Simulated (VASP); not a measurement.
# HfN in VASP: further runs, part 2 of 2

VASP 6.6.1.

## (4) Single point, LDA (atoms displaced along a vibrational mode)

Contents of INCAR:

```
PREC = Accurate
ENCUT = 520
EDIFF = 1E-7
ISMEAR = 0
SIGMA = 0.15
LREAL = F
LASPH = T
NELM = 60
ALGO = Normal
ISIF = 2
LWAVE = F
LCHARG = F
NBANDS = 14
```

Contents of KPOINTS:

```
regular mesh
0
Gamma
  18 18 18
```

Contents of POSCAR:

```
HfN
1.0
    0.0000000000      2.2339756793      2.2339756793
    2.2339756793      0.0000000000      2.2339756793
    2.2339756793      2.2339756793      0.0000000000
Hf N
1 1
Direct
   -0.0005269251      0.0005269251      0.0005269251
    0.5067144867      0.4932855133      0.4932855133
```

Potentials or basis: VASP PAW LDA potentials, release 64 (Hf_pv, N).

Command:

```sh
$ cat potpaw_LDA.64/Hf_pv/POTCAR potpaw_LDA.64/N/POTCAR > POTCAR
$ mpirun -np 1 vasp_std > vasp.out
```

OUTCAR:

```text
PREC = Accurate
   ENCUT = 520
   EDIFF = 1E-7
   ISMEAR = 0
   LREAL = F
   LASPH = T
   NELM = 60
   ISIF = 2

 ion  position               nearest neighbor table
   1  0.999  0.001  0.001-   2 2.20   2 2.23   2 2.23   2 2.23   2 2.23   2 2.27
   2  0.507  0.493  0.493-   1 2.20   1 2.23   1 2.23   1 2.23   1 2.23   1 2.27

  LATTYP: Found a face centered cubic cell.
 ALAT       =     4.4679513586

  Lattice vectors:

 A1 = (   0.0000000000,   2.2339756793,   2.2339756793)
 A2 = (   2.2339756793,   0.0000000000,   2.2339756793)
 A3 = (   2.2339756793,   2.2339756793,   0.0000000000)

Analysis of symmetry for initial positions (statically):
=====================================================================
 Subroutine PRICEL returns:
 Original cell was already a primitive cell.

 Routine SETGRP: Setting up the symmetry group for a
 face centered cubic supercell.

 Subroutine GETGRP returns: Found  8 space group operations
 (whereof  8 operations were pure point group operations)
 out of a pool of 48 trial point group operations.

The static configuration has the point symmetry C_4v.

Analysis of symmetry for dynamics (positions and initial velocities):
=====================================================================
 Subroutine PRICEL returns:
 Original cell was already a primitive cell.

 Routine SETGRP: Setting up the symmetry group for a
 face centered cubic supercell.

 Subroutine GETGRP returns: Found  8 space group operations
 (whereof  8 operations were pure point group operations)
 out of a pool of 48 trial point group operations.

The dynamic configuration has the point symmetry C_4v.

 Subroutine INISYM returns: Found  8 space group operations
 (whereof  8 operations are pure point group operations),
 and found     1 'primitive' translations

----------------------------------------------------------------------------------------

                                     Primitive cell

  volume of cell :      22.2980

  direct lattice vectors                    reciprocal lattice vectors
     0.000000000  2.233975679  2.233975679    -0.223816224  0.223816224  0.223816224
     2.233975679  0.000000000  2.233975679     0.223816224 -0.223816224  0.223816224
     2.233975679  2.233975679  0.000000000     0.223816224  0.223816224 -0.223816224

  length of vectors
     3.159318704  3.159318704  3.159318704     0.387661071  0.387661071  0.387661071

  position of ions in fractional coordinates (direct lattice)
     0.999473075  0.000526925  0.000526925
     0.506714487  0.493285513  0.493285513

  ion indices of the primitive-cell ions
   primitive index   ion index
                 1           1
                 2           2

----------------------------------------------------------------------------------------

 KPOINTS: regular mesh

Automatic generation of k-mesh.
 Grid dimensions read from file:
 generate k-points for:   18   18   18

 Generating k-lattice:

  Cartesian coordinates                     Fractional coordinates (reciprocal lattice)
    -0.012434235  0.012434235  0.012434235     0.055555556  0.000000000  0.000000000
     0.012434235 -0.012434235  0.012434235     0.000000000  0.055555556  0.000000000
     0.012434235  0.012434235 -0.012434235     0.000000000  0.000000000  0.055555556

  Length of vectors
[... 38 lines left out ...]
   number of dos      NEDOS =    301   number of ions     NIONS =      2
   total plane-waves  NPLWV =  13824
   dimension x,y,z NGX =    24 NGY =   24 NGZ =   24
   dimension x,y,z NGXF=    48 NGYF=   48 NGZF=   48
   ions per type =               1   1
   NGX,Y,Z   is equivalent  to a cutoff of  12.63, 12.63, 12.63 a.u.
   NGXF,Y,Z  is equivalent  to a cutoff of  25.26, 25.26, 25.26 a.u.
 SYSTEM =  unknown system
   PREC   = accura    normal or accurate (medium, high low for compatibility)
   ISTART =      0    job   : 0-new  1-cont  2-samecut
   ICHARG =      2    charge: 1-file 2-atom 10-const
   ISPIN  =      1    spin polarized calculation?
   LNONCOLLINEAR =      F non collinear calculations
   LSORBIT =      F    spin-orbit coupling
   LASPH  =      T    aspherical Exc in radial PAW
   ENCUT  =  520.0 eV  38.22 Ry    6.18 a.u.   5.87  5.87  5.87*2*pi/ulx,y,z
   NELM   =     60;   NELMIN=  2; NELMDL= -5     # of ELM steps
   EDIFF  = 0.1E-06   stopping-criterion for ELM
   LREAL  =      F    real-space projection
   EDIFFG = 0.1E-05   stopping-criterion for IOM
   NSW    =      0    number of steps for IOM
   IBRION =     -1    ionic relax: 0-MD 1-quasi-New 2-CG
   NFREE  =      0    steps in history (QN), initial steepest desc. (CG)
   ISIF   =      2    stress and relaxation
   ISYM   =      2    0-nonsym 1-usesym 2-fastsym
   POTIM  = 0.5000    time-step for ionic-motion
   TEBEG  =    0.0;   TEEND  =   0.0 temperature during run
   PSTRESS=    0.0 pullay stress
   NELECT =      15.0000    total number of electrons
   NUPDOWN=      -1.0000    fix difference up-down
   EMIN   =  10.00;   EMAX   =-10.00  energy-range for DOS
   EFERMI =   0.00;   METHOD = LEGACY
   ISMEAR =     0;   SIGMA  =   0.15  broadening in eV -4-tet -1-fermi 0-gaus
   EFERMI_NEDOS =   21; number of points for ismear=-14 and -15
   IALGO  =     38    algorithm
   IMIX   =      4    mixing-type and parameters
     AMIX     =   0.40;   BMIX     =  1.00
     AMIX_MAG =   1.60;   BMIX_MAG =  1.00
  volume/ion in A,a.u.               =      11.15        75.24
  Fermi-wavevector in a.u.,A,eV,Ry     =   1.434444  2.710705 27.995735  2.057628
  Thomas-Fermi vector in A             =   2.553851
   LORBIT       =      0    0 simple, 1 ext, 2 COOP (PROOUT), +10 PAW based schemes
   GGA     = CA    functional components
   LHFCALC =     F    Hartree Fock is set to
   AEXX    =    0.0000 exact exchange contribution
   IVDW    =     0    specifies the selected vdW correction
   LEPSILON=     F    determine dielectric tensor
   LRPA    =     F    only Hartree local field effects (RPA)
 non-spin polarized calculation
 Gauss-broadening in eV      SIGMA  =   0.15
  energy-cutoff  :      520.00
  volume of cell :       22.30
 maximum number of plane-waves:       620
   NGX = 11   NGY = 11   NGZ = 11

 number of electron      14.9999999 magnetization

 Free energy of the ion-electron system (eV)
  ---------------------------------------------------
  ext. energy  EPLUGINS =         0.00000000
  ---------------------------------------------------
  free energy    TOTEN  =       -23.86550581 eV

  energy without entropy =      -23.85851711  energy(sigma->0) =      -23.86201146

 E-fermi :   8.4887     XC(G=0): -13.1524

 val. band max:        8.4793181181   @ k =   0.0000  -0.1111   0.0556
 cond. band min:       8.5138551805   @ k =   0.1111   0.0000   0.0000
 fundamental gap:      0.0345370624
 Fermi energy:         8.4886893637

 k-point     1 :       0.0000    0.0000    0.0000
  band No.  band energies     occupation
      1     -22.3049      2.00000
      2     -22.3030      2.00000
      3     -22.3030      2.00000
      4      -8.9285      2.00000
      5       5.4930      2.00000
      6       5.4930      2.00000
      7       5.4961      2.00000
      8       8.0914      1.99982
      9       8.1127      1.99961
     10       8.1127      1.99961
     11      10.4920      0.00000
     12      10.5162      0.00000
     13      10.8162      0.00000
     14      18.2271      0.00000
[... 377 lines left out ...]
      1     -23.2442      2.00000
      2     -22.4060      2.00000
      3     -22.3944      2.00000
      4      -6.5234      2.00000
      5       0.3225      2.00000
      6       2.4641      2.00000
      7       2.6585      2.00000
      8       9.9636      0.00000
      9      11.4920      0.00000
     10      11.7768      0.00000
     11      14.2440      0.00000
     12      15.8505      0.00000
     13      16.8503      0.00000
     14      19.9807      0.00000

 [... further k-points ...]

------------------------ aborting loop because EDIFF is reached ----------------------------------------

  FORCE on cell =-STRESS in cart. coord.  units (eV):
  Direction    XX          YY          ZZ          XY          YZ          ZX
  --------------------------------------------------------------------------------------
  -------------------------------------------------------------------------------------
  Total       -0.1020541     -0.1628207     -0.1628207      0.0000000      0.0000000      0.0000000
  in kB       -7.3329020    -11.6991625    -11.6991625      0.0000000      0.0000000      0.0000000
  external PRESSURE =     -10.2437423 kB  Pullay stress =       0.0000000 kB

 VOLUME and BASIS-vectors are now :
 -----------------------------------------------------------------------------
  energy-cutoff  :      520.00
  volume of cell :       22.30
      direct lattice vectors                 reciprocal lattice vectors
     0.000000000  2.233975679  2.233975679    -0.223816224  0.223816224  0.223816224
     2.233975679  0.000000000  2.233975679     0.223816224 -0.223816224  0.223816224
     2.233975679  2.233975679  0.000000000     0.223816224  0.223816224 -0.223816224

 POSITION                                       TOTAL-FORCE (eV/Angst)
 -----------------------------------------------------------------------------------
      0.00235      2.23398      2.23398        -0.414776      0.000000      0.000000
      2.20398      2.23398      2.23398         0.414776      0.000000      0.000000
 -----------------------------------------------------------------------------------
    total drift:                                0.000025      0.000000      0.000000

  FREE ENERGIE OF THE ION-ELECTRON SYSTEM (eV)
  ---------------------------------------------------
  free  energy   TOTEN  =       -23.8655058060 eV

  energy  without entropy=      -23.8585171140  energy(sigma->0) =      -23.86201146
```

Wall time 50 s (1 thread of Intel Xeon Platinum 8488C (Sapphire Rapids), shared host); peak memory 0.26 GiB.

Results:

- Free energy: -23.8655 eV
- Pressure: -1.0 GPa
- Largest force: 0.415 eV/Å
- Band gap on the k mesh: zero (an odd number of electrons rules out a gap without spin polarisation)

Forces in eV/Å, atoms in the order of the input:
```
Hf  -0.415  0.000  0.000
N    0.415  0.000  0.000
```

Caveat: the cell differs from its parent crystal (atoms displaced along a vibrational mode); spin-orbit coupling is left out, which moves the levels of the heavy elements.

## (5) Single point, LDA (atoms displaced along a vibrational mode)

Contents of INCAR:

```
SYSTEM = HfN
PREC = Accurate ; ENCUT = 520
EDIFF = 1E-7 ; ISMEAR = 0
SIGMA = 0.15 ; LREAL = .FALSE.
LASPH = .TRUE. ; NELM = 100
ALGO = Normal ; ISIF = 2
LWAVE = .FALSE. ; LCHARG = .FALSE.
GGA = CA ; NBANDS = 14
```

Contents of KPOINTS:

```
regular mesh
0
G
  18 18 18
  0 0 0
```

Contents of POSCAR:

```
HfN
1.0
    0.0000000000      2.2339756793      2.2339756793
    2.2339756793      0.0000000000      2.2339756793
    2.2339756793      2.2339756793      0.0000000000
Hf N
1 1
Direct
   -0.0010538503      0.0010538503      0.0010538503
    0.5134289734      0.4865710266      0.4865710266
```

Command:

```sh
$ cat potpaw_LDA.64/Hf_pv/POTCAR potpaw_LDA.64/N/POTCAR > POTCAR
$ mpirun -np 1 vasp_std > vasp.out
```

It took 58 s on 1 thread of Intel Xeon Platinum 8488C (Sapphire Rapids), shared host; peak memory 0.25 GiB.

The run converged. Its results:

```
Free energy            : -23.8454 eV
Pressure               : -0.6 GPa
Largest force          : 0.831 eV/Å
Band gap on the k mesh : zero (an odd number of electrons rules out a gap without spin polarisation)
```

Forces on the atoms (eV/Å):
```
Hf  -0.831  0.000  0.000
N    0.831  0.000  0.000
```

Stress tensor (GPa, compression positive):
```
 0.61  0.00  0.00
 0.00 -1.14  0.00
 0.00  0.00 -1.14
```

Levels at points of the mesh, in eV from the Fermi level:
```tsv
k point	band 5	band 6	band 7	band 8	band 9	band 10	band 11	band 12
(0.00, 0.00, 0.00)	-3.05	-3.05	-3.04	-0.39	-0.31	-0.31	2.01	2.10
(0.50, 0.00, 0.00)	-9.01	-6.31	-6.30	3.43	3.81	3.86	4.76	9.14
(0.50, 0.50, 0.00)	-5.27	-4.31	-3.62	-3.24	4.27	5.77	5.77	6.06
(0.00, 0.50, 0.50)	-5.25	-3.96	-3.61	-3.61	4.25	5.77	5.77	6.05
```

Caveat: the cell differs from its parent crystal (atoms displaced along a vibrational mode); spin-orbit coupling is left out, which moves the levels of the heavy elements.

## (6) Overview

| cell | gap on the mesh (eV) | pressure (GPa) | largest force (eV/Å) |
| --- | --- | --- | --- |
| as given, atomic positions A | none | -1.2 | - |
| as given, atomic positions B | none | 0.2 | 1.25 |
| as given, atomic positions C | none | -1.0 | 0.41 |
| as given, atomic positions D | none | -0.6 | 0.83 |

Alike in all rows: task single point; level LDA; potentials or basis VASP PAW LDA potentials, release 64 (Hf_pv, N); no spin polarisation; k mesh 18 × 18 × 18; cutoff (eV) 520; smearing gaussian 0.15 eV.

Caveats: spin-orbit coupling is left out, which moves the levels of the heavy elements; forces of over 1 eV/Å act on the atoms, so gaps and moduli don't describe the material at rest (at least some runs).

Total energies depend on the potentials used, so only differences within one code and one set of settings carry meaning.
